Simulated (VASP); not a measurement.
Input of a VASP 6.6.1 run:

File INCAR:

```
SYSTEM = Re
PREC = Accurate
ENCUT = 520
EDIFF = 1E-6
ISMEAR = -1
SIGMA = 0.03
LREAL = .FALSE.
LASPH = .TRUE.
NELM = 60
ALGO = Normal
ISIF = 2
LWAVE = .FALSE.
LCHARG = .TRUE.
GGA = PE
LELF = .TRUE.
LVHAR = .TRUE.
NBANDS = 14
```

The input KPOINTS:

```
Automatic mesh
0
G
  13 13 7
  0 0 0
```

POSCAR

```
Re
1.0
    2.7768706464      0.0000000000      0.0000000000
   -1.3884353232      2.4048405228      0.0000000000
    0.0000000000      0.0000000000      4.4788142384
Re
2
Direct
    0.3333333333      0.6666666667      0.2500000000
    0.6666666667      0.3333333333      0.7500000000
```

Potentials or basis: VASP PAW PBE potentials, release 64 (Re).

Run with:

```console
$ cat potpaw_PBE.64/Re/POTCAR > POTCAR
$ mpirun -np 1 vasp_std > vasp.out
```

Predict the pressure.

-0.8 GPa.

What does it give for the band gap on the k mesh?

Zero (band 7 reaches 8.84 eV, above the bottom of band 8 at 6.14 eV).

Stress tensor (GPa, compression positive):
```
-0.71  0.00  0.00
 0.00 -0.71  0.00
 0.00  0.00 -0.87
```

Caveat: spin-orbit coupling is left out, which moves the levels of the heavy elements.
